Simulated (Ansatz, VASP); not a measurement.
# Cu in VASP and in Ansatz

Contents of INCAR:

```
SYSTEM = Cu
ALGO     = Fast           ! electronic algorithm
EDIFF    = 1E-6           ! SCF threshold, eV
ENCUT    = 520            ! plane-wave cutoff, eV
GGA      = PS             ! functional
ISIF     = 2              ! what is computed and relaxed
ISMEAR   = 0              ! smearing method
LASPH    = .True.         ! aspherical terms in the spheres
LCHARG   = .False.        ! write CHGCAR
LREAL    = .False.        ! projectors in reciprocal space
LWAVE    = .False.        ! write WAVECAR
NBANDS   = 18             ! bands
NELM     = 60             ! most SCF steps
PREC     = Accurate       ! precision mode
SIGMA    = 0.15           ! smearing width, eV
```

The input KPOINTS:

```
k-points
0
Gamma
  20 20 20
  0 0 0
```

The input POSCAR:

```
Cu
1.0
    1.1209865948     -3.6582677696      0.0000000000
    1.1209865948      3.6582677696      0.0000000000
    0.0000000000      0.0000000000      2.3764757026
Cu
2
Direct
    0.1338666500      0.8661333500      0.2500000000
    0.8661333500      0.1338666500      0.7500000000
```

Input for Ansatz:

```yaml
crystal:
  lattice:
    - [1.1209865948, -3.6582677696, 0.0]
    - [1.1209865948, 3.6582677696, 0.0]
    - [0.0, 0.0, 2.3764757026]
  atoms:
    - { symbol: Cu, position: [0.13386665, 0.86613335, 0.25] }
    - { symbol: Cu, position: [0.86613335, 0.13386665, 0.75] }
basis:
  ecutwfc: 420
kpoints:
  mp_grid: { grid: [20, 20, 20] }
hamiltonian:
  xc: pbesol
scf:
  occupations: { method: gaussian, width: 0.15 }
output:
  forces: true
  stress: true
  eigenvalues: true
```

Change from the starting cell: strain -0.080 along x and y, -0.040 along z, atoms carried along.

Alike in both runs: task single point; functional PBEsol; k mesh 20 × 20 × 20; occupations gaussian, width 0.15 eV; no spin polarisation.

|  | VASP | Ansatz |
| --- | --- | --- |
| version | VASP 6.6.1 | Ansatz 0.2.0 |
| potentials or method | VASP PAW PBE potentials, release 64 (Cu), cutoff 520 eV | scalar-relativistic, plane waves, PAW |
| valence electrons in the cell | 22 | 38 |

VASP gave:

| Item | Value |
| --- | --- |
| gap on the k mesh at the Fermi level (eV) | none |
| pressure (GPa) | 50.6 |
| traceless stress, the component that is largest in VASP (GPa) | -8.86 |
| rms of the force components (eV/Å) | 0.233 |

Problem. Estimate Ansatz's values.

Solution. gap on the k mesh at the Fermi level (eV): none; pressure (GPa): 49.4; traceless stress, the component that is largest in VASP (GPa): -8.98; rms of the force components (eV/Å): 0.227.

VASP's potentials were made for PBE, not for PBEsol. Atom by atom the forces differ by 0.006 eV/Å (rms over components). A gap of «none» marks a metal or a gap that the smearing closes. Both programs put the cell under a high pressure, so it lies far from rest at this level. VASP's potentials hold 22 valence electrons a cell and Ansatz's 38, so a difference there can come from the potentials and not from the codes.
